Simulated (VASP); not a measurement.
A run of VASP 6.6.1:

Contents of INCAR:

```
SYSTEM = AlGa3N4
PREC = Accurate
ENCUT = 520
EDIFF = 1E-7
ISMEAR = 0
SIGMA = 0.05
LREAL = .FALSE.
LASPH = .TRUE.
NELM = 80
ALGO = Normal
ISIF = 2
LWAVE = .FALSE.
LCHARG = .TRUE.
GGA = PS
LELF = .TRUE.
LVHAR = .TRUE.
NBANDS = 41
```

Contents of KPOINTS:

```
Automatic mesh
0
G
  6 6 6
  0 0 0
```

Contents of POSCAR:

```
AlGa3N4
1.0
    4.6762132780      0.0000000000      0.0000000000
    0.0000000000      4.4675774128      0.0000000000
    0.0000000000      0.0000000000      4.4675774128
Al Ga N
1 3 4
Direct
    0.0000000000      0.0000000000      0.0000000000
    0.4815783830      0.5000000336      0.0000000000
    0.5184216170      0.0000000000      0.4999997448
    0.0000000000      0.4999999664      0.5000002552
    0.7550464963      0.7493609283      0.2392682031
    0.7550463181      0.2506389141      0.7607318177
    0.2449536612      0.7607318861      0.7493609967
    0.2449535244      0.2392682715      0.2506389825
```

Potentials or basis: VASP PAW PBE potentials, release 64 (Al, Ga_d, N).

The run is started by

```bash
$ cat potpaw_PBE.64/Al/POTCAR potpaw_PBE.64/Ga_d/POTCAR potpaw_PBE.64/N/POTCAR > POTCAR
$ mpirun -np 1 vasp_std > vasp.out
```

Hardware: 1 thread of AMD EPYC 7R13, on a shared host.

Task: How long does it take, and how much memory?

Result: It took 6.6 min on 1 thread of AMD EPYC 7R13, on a shared host, peak memory 0.26 GiB. Counts: scf iterations 17, k points 44.
